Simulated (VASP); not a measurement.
# InSb: single point with PBE

Crystal: InSb.

```
In Sb
1.0
     5.92042    0.00000    0.00000
     0.00000    5.93800    0.00000
     0.00000    0.00000    3.22250
In Sb
2 2
Direct
  0.00000 0.00000 0.00881
  0.50000 0.50000 0.99120
  0.00000 0.50000 0.27700
  0.50000 0.00000 0.72300
```

```yaml
Program: VASP 6.6.1
Task: single point
Functional: PBE
Potentials_or_basis: VASP PAW PBE potentials, release 64 (In_d, Sb)
Cutoff: 520 eV
k_mesh: 8 × 8 × 14
Occupations: gaussian, width 0.1 eV
Spin: no spin polarisation
```

```
Pressure               : 0.0 GPa
Largest force          : 0.060 eV/Å
Band gap on the k mesh : zero (band 18 reaches 8.64 eV, above the bottom of band 19 at 5.95 eV)
```

Forces on the atoms (eV/Å):
```
In   0.000  0.000  0.000
In   0.000  0.000  0.000
Sb   0.000  0.000 -0.060
Sb   0.000  0.000  0.060
```

Stress tensor (GPa, compression positive):
```
-0.17  0.00  0.00
 0.00 -0.12  0.00
 0.00  0.00  0.29
```

Levels at points of the mesh, in eV from the Fermi level:
```csv
k point,band 14,band 15,band 16,band 17,band 18,band 19,band 20,band 21,band 22,band 23
"(0.00, 0.00, 0.00)",-4.51,-4.50,-3.35,-1.96,-1.95,3.30,3.73,4.57,5.93,6.38
"(0.50, 0.00, 0.00)",-5.79,-3.51,-3.51,0.22,0.22,3.12,3.12,4.24,4.24,6.17
"(0.00, 0.50, 0.00)",-5.77,-3.51,-3.51,0.18,0.18,3.10,3.10,4.23,4.23,6.17
"(0.50, 0.50, 0.00)",-7.26,-0.38,-0.38,1.56,1.56,1.80,1.80,1.94,1.94,4.12
"(0.00, 0.00, 0.50)",-3.79,-2.18,-1.65,-1.61,-0.82,-0.76,-0.70,0.47,0.90,3.05
"(0.50, 0.00, 0.50)",-4.77,-2.13,-2.13,-1.25,-1.25,-1.10,-1.10,2.49,2.49,3.00
"(0.00, 0.50, 0.50)",-4.80,-2.10,-2.10,-1.19,-1.19,-1.03,-1.03,2.38,2.38,2.99
"(0.50, 0.50, 0.50)",-4.05,-3.98,-3.98,-2.82,-2.82,2.86,2.86,3.16,3.16,4.40
```

It took 9.4 min on 1 thread of Oxide Virtual Turin-like Processor, on a shared host, peak memory 0.58 GiB.

Caveat: spin-orbit coupling is left out, which moves the levels of the heavy elements.
